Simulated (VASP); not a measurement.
Write the native input for VASP 6.6.1 that does the following.

- Task: single point
- Functional: PBE
- Potentials or basis: VASP PAW PBE potentials, release 64 (Te)
- Cutoff: 520 eV
- k mesh: 14 × 14 × 8
- Occupations: fermi-dirac, width 0.05 eV
- Spin: no spin polarisation
- Dipole correction: no
- Further INCAR settings: ALGO = Normal; EDIFF = 1e-06; NBANDS = 13

The structure of Te lies in POSCAR:

```
Te
1.0
    3.4447090099      0.0000000000      0.0000000000
   -1.7223545049      2.9832055112      0.0000000000
    0.0000000000      0.0000000000      4.6333231197
Te
2
Direct
    0.3333333333      0.6666666667      0.2500000000
    0.6666666667      0.3333333333      0.7500000000
```

This isn't the form of Te at room conditions, which is trigonal, of chains.

The input as run:

INCAR

```
SYSTEM = Te
PREC = Accurate ; ENCUT = 520
EDIFF = 1E-6 ; ISMEAR = -1
SIGMA = 0.05 ; LREAL = .FALSE.
LASPH = .TRUE. ; NELM = 60
ALGO = Normal ; ISIF = 2
LWAVE = .FALSE. ; LCHARG = .FALSE.
GGA = PE ; NBANDS = 13
```

KPOINTS

```
Automatic mesh
0
G
  14 14 8
  0 0 0
```

Potentials or basis: VASP PAW PBE potentials, release 64 (Te).

Run with:

```sh
$ cat potpaw_PBE.64/Te/POTCAR > POTCAR
$ mpirun -np 1 vasp_std > vasp.out
```

Results of the run:

The pressure is 16.9 GPa and the band gap on the k mesh is zero (bands 6 and 7 overlap by 4.68 eV).

Caveat: the cell stands under pressure; spin-orbit coupling is left out, which moves the levels of the heavy elements.

It took 20 s on 1 thread of Intel(R) Xeon(R) 6975P-C (Granite Rapids), on a shared host, peak memory 0.21 GiB.
